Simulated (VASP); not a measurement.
Tc3Pt, 4 atoms in the cell. It takes space group P-6m2 (No. 187, hexagonal). Conventional cell: a = 2.744 Å, b = 2.744 Å, c = 8.896 Å, α = 90.00°, β = 90.00°, γ = 120.00°. Within 3.5 Å of Tc (site symmetry -6m2) lie 12 Tc at 2.69 to 2.74 Å. Tc (site symmetry 3m) has 9 Tc at 2.69 to 2.74 Å and 3 Pt at 2.77 Å within 3.5 Å. Pt (site symmetry -6m2) has 6 Pt at 2.74 Å and 6 Tc at 2.77 Å within 3.6 Å. 

```yaml
Program: VASP 6.6.1
Task: single point
Functional: r2SCAN
Potentials_or_basis: VASP PAW PBE potentials, release 64 (Tc_pv, Pt)
Cutoff: 520 eV
k_mesh: 10 × 10 × 3
Occupations: gaussian, width 0.1 eV
Spin: no spin polarisation
Dipole_correction: no
Further_INCAR_settings: ALGO = Normal; EDIFF = 1e-06; NBANDS = 32
```

Potentials or basis: VASP PAW PBE potentials, release 64 (Tc_pv, Pt).

Run with:

```sh
$ cat potpaw_PBE.64/Tc_pv/POTCAR potpaw_PBE.64/Pt/POTCAR > POTCAR
$ cp INCAR.step1 INCAR
$ mpirun -np 1 vasp_std > vasp.out
$ cp INCAR.step2 INCAR
$ mpirun -np 1 vasp_std > vasp.out
```

Hardware: 1 thread of Intel(R) Xeon(R) Platinum 8488C (Sapphire Rapids) (shared host).

**Question.** Estimate the wall time of this run.

**Answer.** Wall time 3 min on 1 thread of Intel(R) Xeon(R) Platinum 8488C (Sapphire Rapids) (shared host), peak memory 0.2 GiB. Counts: k points 28.
